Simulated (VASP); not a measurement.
# SiO2 (P4_2/mnm) in VASP: further runs

Runs on SiO2. Level: PBE. Tasks: single point.

Program: VASP 6.6.1. These are calculated values, not measurements. Logs are shortened: lines on timing, memory, paths and dates and some standing lists are left out, and cuts for length are marked.

### Step 1. The cell of the first run

It takes space group P4_2/mnm (No. 136, tetragonal). The conventional cell has a = 4.472 Å, b = 4.472 Å, c = 2.414 Å, α = 90.00°, β = 90.00°, γ = 90.00°. Si (site symmetry mmm) has 6 O at 1.72 to 1.94 Å within 2.3 Å. Within 2.3 Å of O (site symmetry m2m) lie 3 Si at 1.72 to 1.94 Å.

### Step 2. Single point, PBE

INCAR reads:

```
PREC     = Accurate       # precision mode
ENCUT    = 520            # plane-wave cutoff, eV
EDIFF    = 1E-6           # SCF threshold, eV
ISMEAR   = 0              # smearing method
SIGMA    = 0.05           # smearing width, eV
LREAL    = F              # projectors in reciprocal space
LASPH    = T              # aspherical terms in the spheres
NELM     = 100            # most SCF steps
ALGO     = Normal         # electronic algorithm
ISIF     = 2              # what is computed and relaxed
LWAVE    = F              # write WAVECAR
LCHARG   = F              # write CHGCAR
GGA      = PE             # functional
NBANDS   = 25             # bands
```

KPOINTS reads:

```
Automatic mesh
0
Gamma
  6 6 10
```

POSCAR reads:

```
SiO2
1.0
    4.4719292364      0.0000000000      0.0000000000
    0.0000000000      4.4719292364      0.0000000000
    0.0000000000      0.0000000000      2.4142120507
Si O
2 4
Direct
    0.5000000000      0.5000000000      0.5000000000
    0.0000000000      0.0000000000      0.0000000000
    0.6930152168      0.6930152168      0.0000000000
    0.1930152168      0.8069847832      0.5000000000
    0.3069847832      0.3069847832      0.0000000000
    0.8069847832      0.1930152168      0.5000000000
```

Potentials or basis: VASP PAW PBE potentials, release 64 (Si, O).

Run with:

```
$ cat potpaw_PBE.64/Si/POTCAR potpaw_PBE.64/O/POTCAR > POTCAR
$ mpirun -np 1 vasp_std > vasp.out
```

OUTCAR:

```text
PREC = Accurate
   ENCUT = 520
   EDIFF = 1E-6
   ISMEAR = 0
   LREAL = F
   LASPH = T
   NELM = 100
   ISIF = 2
   GGA = PE

 ion  position               nearest neighbor table
   1  0.500  0.500  0.500-   3 1.72   5 1.72   3 1.72   5 1.72   4 1.94   6 1.94
   2  0.000  0.000  0.000-   4 1.72   6 1.72   4 1.72   6 1.72   5 1.94   3 1.94
   3  0.693  0.693  0.000-   1 1.72   1 1.72   2 1.94
   4  0.193  0.807  0.500-   2 1.72   2 1.72   1 1.94
   5  0.307  0.307  0.000-   1 1.72   1 1.72   2 1.94
   6  0.807  0.193  0.500-   2 1.72   2 1.72   1 1.94

  LATTYP: Found a simple tetragonal cell.
 ALAT       =     4.4719292364
 C/A-ratio  =     0.5398591800

  Lattice vectors:

 A1 = (   4.4719292364,   0.0000000000,   0.0000000000)
 A2 = (   0.0000000000,   4.4719292364,   0.0000000000)
 A3 = (   0.0000000000,   0.0000000000,   2.4142120507)

Analysis of symmetry for initial positions (statically):
=====================================================================
 Subroutine PRICEL returns:
 Original cell was already a primitive cell.

 Routine SETGRP: Setting up the symmetry group for a
 simple tetragonal supercell.

 Subroutine GETGRP returns: Found 16 space group operations
 (whereof  8 operations were pure point group operations)
 out of a pool of 16 trial point group operations.

The static configuration has the point symmetry D_2h.
 The point group associated with its full space group is D_4h.

Analysis of symmetry for dynamics (positions and initial velocities):
=====================================================================
 Subroutine PRICEL returns:
 Original cell was already a primitive cell.

 Routine SETGRP: Setting up the symmetry group for a
 simple tetragonal supercell.

 Subroutine GETGRP returns: Found 16 space group operations
 (whereof  8 operations were pure point group operations)
 out of a pool of 16 trial point group operations.

The dynamic configuration has the point symmetry D_2h.
 The point group associated with its full space group is D_4h.

 Subroutine INISYM returns: Found 16 space group operations
 (whereof  8 operations are pure point group operations),
 and found     1 'primitive' translations

----------------------------------------------------------------------------------------

                                     Primitive cell

  volume of cell :      48.2798

  direct lattice vectors                    reciprocal lattice vectors
     4.471929236  0.000000000  0.000000000     0.223617134  0.000000000  0.000000000
     0.000000000  4.471929236  0.000000000     0.000000000  0.223617134  0.000000000
     0.000000000  0.000000000  2.414212051     0.000000000  0.000000000  0.414213822

  length of vectors
     4.471929236  4.471929236  2.414212051     0.223617134  0.223617134  0.414213822

  position of ions in fractional coordinates (direct lattice)
     0.500000000  0.500000000  0.500000000
     0.000000000  0.000000000  0.000000000
     0.693015217  0.693015217  0.000000000
     0.193015217  0.806984783  0.500000000
     0.306984783  0.306984783  0.000000000
     0.806984783  0.193015217  0.500000000

  ion indices of the primitive-cell ions
   primitive index   ion index
                 1           1
                 2           2
                 3           3
                 4           4
                 5           5
                 6           6

----------------------------------------------------------------------------------------

 KPOINTS: Automatic mesh

Automatic generation of k-mesh.
 Grid dimensions read from file:
 generate k-points for:    6    6   10

 Generating k-lattice:

  Cartesian coordinates                     Fractional coordinates (reciprocal lattice)
     0.037269522  0.000000000  0.000000000     0.166666667  0.000000000  0.000000000
     0.000000000  0.037269522  0.000000000     0.000000000  0.166666667  0.000000000
     0.000000000  0.000000000  0.041421382     0.000000000  0.000000000  0.100000000

  Length of vectors
     0.037269522  0.037269522  0.041421382

  Shift w.r.t. Gamma in fractional coordinates (k-lattice)
     0.000000000  0.000000000  0.000000000

 Subroutine IBZKPT returns following result:
 ===========================================

 Found     60 irreducible k-points:

 Following reciprocal coordinates:
            Coordinates               Weight
  0.000000  0.000000  0.000000      1.000000
  0.166667  0.000000  0.000000      4.000000
  0.333333  0.000000  0.000000      4.000000
  0.500000  0.000000  0.000000      2.000000
  0.166667  0.166667  0.000000      4.000000
  0.333333  0.166667  0.000000      8.000000
[... 16 lines left out ...]
  0.333333  0.000000  0.200000      8.000000
  0.500000  0.000000  0.200000      4.000000
 [... further k-points ...]
   k-points           NKPTS =     60   k-points in BZ     NKDIM =     60   number of bands    NBANDS=     25
   number of dos      NEDOS =    301   number of ions     NIONS =      6
   total plane-waves  NPLWV =  23328
   dimension x,y,z NGX =    36 NGY =   36 NGZ =   18
   dimension x,y,z NGXF=    72 NGYF=   72 NGZF=   36
   ions per type =               2   4
   NGX,Y,Z   is equivalent  to a cutoff of  13.38, 13.38, 12.40 a.u.
   NGXF,Y,Z  is equivalent  to a cutoff of  26.77, 26.77, 24.79 a.u.
 SYSTEM =  unknown system
   PREC   = accura    normal or accurate (medium, high low for compatibility)
   ISTART =      0    job   : 0-new  1-cont  2-samecut
   ICHARG =      2    charge: 1-file 2-atom 10-const
   ISPIN  =      1    spin polarized calculation?
   LNONCOLLINEAR =      F non collinear calculations
   LSORBIT =      F    spin-orbit coupling
   LASPH  =      T    aspherical Exc in radial PAW
   ENCUT  =  520.0 eV  38.22 Ry    6.18 a.u.   8.31  8.31  4.49*2*pi/ulx,y,z
   NELM   =    100;   NELMIN=  2; NELMDL= -5     # of ELM steps
   EDIFF  = 0.1E-05   stopping-criterion for ELM
   LREAL  =      F    real-space projection
   EDIFFG = 0.1E-04   stopping-criterion for IOM
   NSW    =      0    number of steps for IOM
   IBRION =     -1    ionic relax: 0-MD 1-quasi-New 2-CG
   NFREE  =      0    steps in history (QN), initial steepest desc. (CG)
   ISIF   =      2    stress and relaxation
   ISYM   =      2    0-nonsym 1-usesym 2-fastsym
   POTIM  = 0.5000    time-step for ionic-motion
   TEBEG  =    0.0;   TEEND  =   0.0 temperature during run
   PSTRESS=    0.0 pullay stress
   NELECT =      32.0000    total number of electrons
   NUPDOWN=      -1.0000    fix difference up-down
   EMIN   =  10.00;   EMAX   =-10.00  energy-range for DOS
   EFERMI =   0.00;   METHOD = LEGACY
   ISMEAR =     0;   SIGMA  =   0.05  broadening in eV -4-tet -1-fermi 0-gaus
   EFERMI_NEDOS =   21; number of points for ismear=-14 and -15
   IALGO  =     38    algorithm
   IMIX   =      4    mixing-type and parameters
     AMIX     =   0.40;   BMIX     =  1.00
     AMIX_MAG =   1.60;   BMIX_MAG =  1.00
  volume/ion in A,a.u.               =       8.05        54.30
  Fermi-wavevector in a.u.,A,eV,Ry     =   1.427369  2.697337 27.720287  2.037384
  Thomas-Fermi vector in A             =   2.547546
   LORBIT       =      0    0 simple, 1 ext, 2 COOP (PROOUT), +10 PAW based schemes
   GGA     = PE    functional components
   LHFCALC =     F    Hartree Fock is set to
   AEXX    =    0.0000 exact exchange contribution
   IVDW    =     0    specifies the selected vdW correction
   LEPSILON=     F    determine dielectric tensor
   LRPA    =     F    only Hartree local field effects (RPA)
 non-spin polarized calculation
 Gauss-broadening in eV      SIGMA  =   0.05
  energy-cutoff  :      520.00
  volume of cell :       48.28
 maximum number of plane-waves:      1333
 NGX is ok and might be reduce to    36
   NGX = 17   NGY = 17   NGZ =  9

 number of electron      31.9999970 magnetization

 Free energy of the ion-electron system (eV)
  ---------------------------------------------------
  ext. energy  EPLUGINS =         0.00000000
  ---------------------------------------------------
  free energy    TOTEN  =       -44.94413667 eV

  energy without entropy =      -44.94413667  energy(sigma->0) =      -44.94413667

 E-fermi :   7.5152     XC(G=0): -12.0057

 val. band max:        7.2182570585   @ k =   0.0000   0.0000   0.0000
 cond. band min:      12.3860510499   @ k =   0.0000   0.0000   0.0000
 fundamental gap:      5.1677939914
 Fermi energy:         7.5151775934

 k-point     1 :       0.0000    0.0000    0.0000
  band No.  band energies     occupation
      1     -14.8649      2.00000
      2     -11.9120      2.00000
      3     -11.7557      2.00000
      4     -11.7557      2.00000
      5      -3.1846      2.00000
      6       0.5764      2.00000
[... 17 lines left out ...]
     24      21.0424      0.00000
     25      22.1662      0.00000

 k-point     2 :       0.1667    0.0000    0.0000
  band No.  band energies     occupation
      1     -14.7470      2.00000
      2     -12.4707      2.00000
      3     -11.6991      2.00000
      4     -11.4188      2.00000
      5      -3.0585      2.00000
      6      -0.0794      2.00000
[... 17 lines left out ...]
     24      21.2070      0.00000
     25      22.3296      0.00000

 k-point     3 :       0.3333    0.0000    0.0000
  band No.  band energies     occupation
      1     -14.4028      2.00000
      2     -13.1876      2.00000
      3     -11.5508      2.00000
      4     -11.2916      2.00000
      5      -2.6654      2.00000
      6      -1.0974      2.00000
[... 17 lines left out ...]
     24      21.0661      0.00000
     25      22.7654      0.00000

 k-point     4 :       0.5000    0.0000    0.0000
  band No.  band energies     occupation
      1     -13.8636      2.00000
      2     -13.8636      2.00000
      3     -11.3777      2.00000
      4     -11.3777      2.00000
      5      -1.9978      2.00000
      6      -1.9978      2.00000
[... 17 lines left out ...]
     24      20.8777      0.00000
     25      22.6459      0.00000
[... 477 lines left out ...]
 k-point    22 :       0.1667    0.0000    0.2000
  band No.  band energies     occupation
      1     -14.1063      2.00000
      2     -12.0217      2.00000
      3     -11.2912      2.00000
      4     -11.0847      2.00000
      5      -2.5570      2.00000
      6       0.4107      2.00000
[... 17 lines left out ...]
     24      21.7909      0.00000
     25      22.0258      0.00000

 k-point    23 :       0.3333    0.0000    0.2000
  band No.  band energies     occupation
      1     -13.7834      2.00000
      2     -12.6627      2.00000
      3     -11.1705      2.00000
      4     -10.9723      2.00000
      5      -2.0987      2.00000
      6      -0.5587      2.00000
[... 17 lines left out ...]
     24      21.3956      0.00000
     25      22.0408      0.00000

 k-point    24 :       0.5000    0.0000    0.2000
  band No.  band energies     occupation
      1     -13.2820      2.00000
      2     -13.2820      2.00000
      3     -11.0336      2.00000
      4     -11.0336      2.00000
      5      -1.4168      2.00000
      6      -1.4168      2.00000
[... 17 lines left out ...]
     24      21.6149      0.00000
     25      22.3174      0.00000

 [... further k-points ...]
[... 5 lines left out ...]
  --------------------------------------------------------------------------------------
  -------------------------------------------------------------------------------------
  Total       -4.7093085     -4.7093085     22.1616486     -0.0000000      0.0000000      0.0000000
  in kB     -156.2796621   -156.2796621    735.4402386     -0.0000000      0.0000000      0.0000000
  external PRESSURE =     140.9603048 kB  Pullay stress =       0.0000000 kB

 VOLUME and BASIS-vectors are now :
 -----------------------------------------------------------------------------
  energy-cutoff  :      520.00
  volume of cell :       48.28
      direct lattice vectors                 reciprocal lattice vectors
     4.471929236  0.000000000  0.000000000     0.223617134  0.000000000  0.000000000
     0.000000000  4.471929236  0.000000000     0.000000000  0.223617134  0.000000000
     0.000000000  0.000000000  2.414212051     0.000000000  0.000000000  0.414213822

 POSITION                                       TOTAL-FORCE (eV/Angst)
 -----------------------------------------------------------------------------------
      2.23596      2.23596      1.20711        -0.000000      0.000000      0.000000
      0.00000      0.00000      0.00000        -0.000000      0.000000      0.000000
      3.09912      3.09912      0.00000        -0.845349     -0.845349     -0.000000
      0.86315      3.60878      1.20711        -0.845349      0.845349      0.000000
      1.37281      1.37281      0.00000         0.845349      0.845349      0.000000
      3.60878      0.86315      1.20711         0.845349     -0.845349     -0.000000
 -----------------------------------------------------------------------------------
    total drift:                                0.000000     -0.000000      0.000000

  FREE ENERGIE OF THE ION-ELECTRON SYSTEM (eV)
  ---------------------------------------------------
  free  energy   TOTEN  =       -44.9441366716 eV

  energy  without entropy=      -44.9441366716  energy(sigma->0) =      -44.94413667
```

It took 44 s on 1 thread of Intel Xeon Platinum 8488C (Sapphire Rapids), shared host; peak memory 0.19 GiB.

What came out:

```
Free energy            : -44.9441 eV
Pressure               : 14.1 GPa
Largest force          : 1.196 eV/Å
Band gap on the k mesh : 5.17 eV, direct
```

Forces in eV/Å, atoms in the order of the input:
```
Si   0.000  0.000  0.000
Si   0.000  0.000  0.000
O   -0.845 -0.845  0.000
O   -0.845  0.845  0.000
O    0.845  0.845  0.000
O    0.845 -0.845  0.000
```

Caveat: forces of over 1 eV/Å act on the atoms, so gaps and moduli don't describe the material at rest. A k mesh can miss the band edges.

[end of part 1 of 2]
